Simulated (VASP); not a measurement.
A run of VASP 6.6.1 is set up as follows.

The input INCAR:

```
SYSTEM = HfSi2
PREC = Accurate
ENCUT = 500
EDIFF = 1E-7
ISMEAR = -1
SIGMA = 0.05
LREAL = .FALSE.
LASPH = .TRUE.
NELM = 120
ALGO = Normal
ISIF = 3
LWAVE = .FALSE.
LCHARG = .FALSE.
GGA = PS
IBRION = 2
NSW = 70
EDIFFG = -0.005
GGA_COMPAT = .FALSE.
NELMIN = 4
```

File KPOINTS:

```
Automatic mesh
0
G
  9 9 9
  0 0 0
```

The input POSCAR:

```
HfSi2
1.0
    1.8360000000     -7.2850000000      0.0000000000
    1.8360000000      7.2850000000      0.0000000000
    0.0000000000      0.0000000000      3.6410000000
Hf Si
2 4
Direct
    0.8940000000      0.1060000000      0.2500000000
    0.1060000000      0.8940000000      0.7500000000
    0.5590000000      0.4410000000      0.2500000000
    0.4410000000      0.5590000000      0.7500000000
    0.2500000000      0.7500000000      0.2500000000
    0.7500000000      0.2500000000      0.7500000000
```

Potentials or basis: VASP PAW PBE potentials, release 64 (Hf_pv, Si).

Launch:

```bash
$ cat potpaw_PBE.64/Hf_pv/POTCAR potpaw_PBE.64/Si/POTCAR > POTCAR
$ mpirun -np 1 vasp_std > vasp.out
```

**Question.** Predict the relaxed cell.

**Answer.** a = 7.404 Å, b = 7.404 Å, c = 3.641 Å, α = 90.00°, β = 90.00°, γ = 151.45°.

**Question.** Estimate the relaxed volume.

**Answer.** 15.90 Å³/atom.

**Question.** What does it give for the band gap on the k mesh?

**Answer.** Zero (bands 18 and 19 overlap by 0.92 eV).

**Question.** Estimate the space group after relaxing (to 0.1 Å).

**Answer.** Cmcm (No. 63).

The path:
| step | energy change (eV) | largest force (eV/Å) | pressure (GPa) | volume (Å³) |
| --- | --- | --- | --- | --- |
| 1 | 0.0000 | 0.6444 | -2.74 | 97.40 |
| 2 | -0.0403 | 0.2795 | 2.97 | 93.53 |
| 3 | -0.0465 | 0.3645 | 1.35 | 94.53 |
| 4 | -0.0652 | 0.0646 | 0.19 | 95.17 |
| 5 | -0.0653 | 0.0544 | 0.13 | 95.20 |
| 6 | -0.0666 | 0.0425 | -0.12 | 95.39 |
| 7 | -0.0666 | 0.0440 | -0.13 | 95.40 |
| 8 | -0.0670 | 0.0304 | 0.13 | 95.26 |
| 9 | -0.0670 | 0.0282 | 0.17 | 95.24 |
| 10 | -0.0672 | 0.0017 | 0.01 | 95.37 |

Caveat: the PAW data sets were made with another functional, which shifts forces and pressure a little; spin-orbit coupling is left out, which moves the levels of the heavy elements.
